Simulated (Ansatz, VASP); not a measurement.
**One calculation of Cs, two programs**

File INCAR:

```
SYSTEM = Cs
PREC     = Accurate       ! precision mode
ENCUT    = 520            ! plane-wave cutoff, eV
EDIFF    = 1E-8           ! SCF threshold, eV
ISMEAR   = -1             ! smearing method
SIGMA    = 0.05           ! smearing width, eV
LREAL    = .False.        ! projectors in reciprocal space
LASPH    = .True.         ! aspherical terms in the spheres
NELM     = 100            ! most SCF steps
ALGO     = Normal         ! electronic algorithm
ISIF     = 2              ! what is computed and relaxed
LWAVE    = .False.        ! write WAVECAR
LCHARG   = .False.        ! write CHGCAR
GGA      = PE             ! functional
LEFG     = .True.       
NBANDS   = 10             ! bands
```

KPOINTS

```
regular mesh
0
Gamma
  9 9 9
  0 0 0
```

POSCAR

```
Cs
1.0
   -3.0225000000      3.0225000000      3.0225000000
    3.0225000000     -3.0225000000      3.0225000000
    3.0225000000      3.0225000000     -3.0225000000
Cs
1
Direct
    0.0000000000      0.0000000000      0.0000000000
```

Input for Ansatz:

```yaml
crystal:
  lattice:
    - [-3.0225, 3.0225, 3.0225]
    - [3.0225, -3.0225, 3.0225]
    - [3.0225, 3.0225, -3.0225]
  atoms:
    - { symbol: Cs, position: [0.0, 0.0, 0.0] }
kpoints:
  mp_grid: { grid: [9, 9, 9] }
scf:
  occupations: { method: fermi_dirac, width: 0.05 }
hamiltonian:
  xc: pbe
  pseudopotentials: { kind: all_electron, datasets: crystal, nuclear_model: point }
output:
  forces: true
  stress: true
  eigenvalues: true
  efg: { contact_densities: true }
```

Alike in both runs: task electric field gradients; functional PBE; k mesh 9 × 9 × 9; occupations fermi-dirac, width 0.05 eV; no spin polarisation.

|  | VASP | Ansatz |
| --- | --- | --- |
| version | VASP 6.6.1 | Ansatz 0.2.0 |
| potentials or method | VASP PAW PBE potentials, release 64 (Cs_sv), cutoff 520 eV | all-electron PAW with datasets made for the crystal, scalar-relativistic |

```tsv
	VASP	Ansatz	Ansatz less VASP
pressure (GPa)	0.1	0.1	+0.01
```

Ansatz ran all-electron here, and VASP with PAW potentials.

Neither program's run includes spin-orbit coupling.
